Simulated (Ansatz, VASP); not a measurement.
CdS: VASP beside Ansatz

File INCAR:

```
ALGO     = Normal         # electronic algorithm
EDIFF    = 1E-6           # SCF threshold, eV
EDIFFG   = -0.002         # ionic threshold
ENCUT    = 600            # plane-wave cutoff, eV
IBRION   = 2              # ionic algorithm
ISIF     = 3              # what is computed and relaxed
ISMEAR   = -1             # smearing method
LASPH    = T              # aspherical terms in the spheres
LCHARG   = F              # write CHGCAR
LREAL    = F              # projectors in reciprocal space
LWAVE    = F              # write WAVECAR
NELM     = 100            # most SCF steps
NSW      = 100            # ionic steps
PREC     = Accurate       # precision mode
SIGMA    = 0.08           # smearing width, eV
```

KPOINTS

```
k-points
0
Gamma
  16 16 16
```

The input POSCAR:

```
CdS
1.0
    0.0000000000      2.7532440000      2.7532440000
    2.7532440000      0.0000000000      2.7532440000
    2.7532440000      2.7532440000      0.0000000000
Cd S
1 1
Direct
    0.0000000000      0.0000000000      0.0000000000
    0.5000000000      0.5000000000      0.5000000000
```

Input for Ansatz:

```yaml
crystal:
  lattice:
    - [0.0, 2.753244, 2.753244]
    - [2.753244, 0.0, 2.753244]
    - [2.753244, 2.753244, 0.0]
  atoms:
    - { symbol: Cd, position: [0.0, 0.0, 0.0] }
    - { symbol: S, position: [0.5, 0.5, 0.5] }
kpoints:
  mp_grid: { grid: [16, 16, 16] }
scf:
  occupations: { method: fermi_dirac, width: 0.08 }
hamiltonian:
  xc: lda
  pseudopotentials: { kind: paw }
relax:
  f_tol: 0.002
  max_steps: 80
  cell: {}
output:
  forces: true
  stress: true
```

Alike in both runs: task relaxation of cell and atoms; functional LDA; k mesh 16 × 16 × 16; occupations fermi-dirac, width 0.08 eV; no spin polarisation.

|  | VASP | Ansatz |
| --- | --- | --- |
| version | VASP 6.6.1 | Ansatz 0.2.0 |
| potentials or method | VASP PAW LDA potentials, release 64 (Cd, S) | PAW with Ansatz's default frozen-core files, scalar-relativistic |
| plane-wave cutoff (eV) | 600 | 420 |
| valence electrons in the cell | 18 | 26 |

```csv
,VASP,Ansatz,Ansatz less VASP
relaxed volume (Å³/atom),19.18,19.03,-0.146
relaxed length of the cell vector where the two differ most in proportion (Å),3.785,3.776,-0.0096
```

LDA's correlation is that of Perdew and Zunger in VASP and of Perdew and Wang (1992) in Ansatz. VASP's potentials hold 18 valence electrons a cell and Ansatz's 26, so a difference there can come from the potentials and not from the codes.
